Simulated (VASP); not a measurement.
A run of VASP 6.6.1 is set up as follows.

File INCAR:

```
  PREC = Accurate
  ENCUT = 520
  EDIFF = 1E-6
  ISMEAR = -1
  SIGMA = 0.1
  LREAL = F
  LASPH = T
  NELM = 80
  ALGO = Normal
  ISIF = 2
  LWAVE = F
  LCHARG = F
  GGA = RE
  NBANDS = 13
```

KPOINTS

```
Automatic mesh
0
Gamma
  15 15 15
```

The input POSCAR:

```
W
1.0
    0.0000000000      2.0251994825      2.0251994825
    2.0251994825      0.0000000000      2.0251994825
    2.0251994825      2.0251994825      0.0000000000
W
1
Direct
    0.0000000000      0.0000000000      0.0000000000
```

Potentials or basis: VASP PAW PBE potentials, release 64 (W_sv).

Launch:

```sh
$ cat potpaw_PBE.64/W_sv/POTCAR > POTCAR
$ mpirun -np 1 vasp_std > vasp.out
```

(1) Predict the pressure.

(2) Estimate the band gap on the k mesh.

## Answers

(1) 0.2 GPa.

(2) zero (band 7 reaches 13.13 eV, above the bottom of band 8 at 9.85 eV).

Caveat: the PAW data sets were made with another functional, which shifts forces and pressure a little; spin-orbit coupling is left out, which moves the levels of the heavy elements.
